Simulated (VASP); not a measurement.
Write the native input for VASP 6.6.1 that does the following.

| Item | Value |
| --- | --- |
| Task | single point |
| Functional | r2SCAN |
| Potentials or basis | VASP PAW PBE potentials, release 64 (Ca_sv, B) |
| Cutoff | 520 eV |
| k mesh | 10 × 10 × 10 |
| Occupations | gaussian, width 0.02 eV |
| Spin | no spin polarisation |
| Dipole correction | no |
| Further INCAR settings | ALGO = Normal; EDIFF = 1e-06; NBANDS = 15 |

Crystal: CaB2.

```
CELL_PARAMETERS angstrom
-2.65249 1.56661 2.65251
2.65249 -1.56661 2.65251
2.65249 1.56661 -2.65251
ATOMIC_POSITIONS crystal
Ca 0.00000 0.00000 0.00000
B 0.25000 0.50000 0.75000
B 0.75000 0.50000 0.25000
```

The input as run:

POSCAR

```
CaB2
1.0
   -2.6524919130      1.5666057753      2.6525126274
    2.6524919130     -1.5666057753      2.6525126274
    2.6524919130      1.5666057753     -2.6525126274
Ca B
1 2
Direct
    0.0000000000      0.0000000000      0.0000000000
    0.2500001387      0.5000000000      0.7500001387
    0.7499998613      0.5000000000      0.2499998613
```

INCAR.step1

```
  ALGO = Normal
  EDIFF = 1E-4
  ENCUT = 520
  GGA = PE
  ISMEAR = 0
  LASPH = T
  LCHARG = F
  LREAL = F
  LWAVE = T
  NBANDS = 15
  NELM = 60
  PREC = Accurate
  SIGMA = 0.02
```

INCAR.step2

```
  ALGO = Normal
  EDIFF = 1E-6
  ENCUT = 520
  ISIF = 2
  ISMEAR = 0
  ISTART = 1
  LASPH = T
  LCHARG = T
  LELF = T
  LMIXTAU = T
  LREAL = F
  LVHAR = T
  LWAVE = F
  METAGGA = R2SCAN
  NBANDS = 15
  NELM = 60
  PREC = Accurate
  SIGMA = 0.02
```

KPOINTS

```
k-points
0
Gamma
  10 10 10
```

Potentials or basis: VASP PAW PBE potentials, release 64 (Ca_sv, B).

Run with:

```sh
$ cat potpaw_PBE.64/Ca_sv/POTCAR potpaw_PBE.64/B/POTCAR > POTCAR
$ cp INCAR.step1 INCAR
$ mpirun -np 1 vasp_std > vasp.out
$ cp INCAR.step2 INCAR
$ mpirun -np 1 vasp_std > vasp.out
```

Results of the run:

The pressure is 0.3 GPa and the band gap on the k mesh is 0.23 eV, indirect (least direct gap 0.40 eV).

Caveat: the PAW data sets were made with another functional, which shifts forces and pressure a little.

Wall time 7.9 min on 1 thread of Intel(R) Xeon(R) Platinum 8259CL CPU @ 2.50GHz (Skylake/Cascade Lake), with other jobs on the host, peak memory 0.25 GiB.
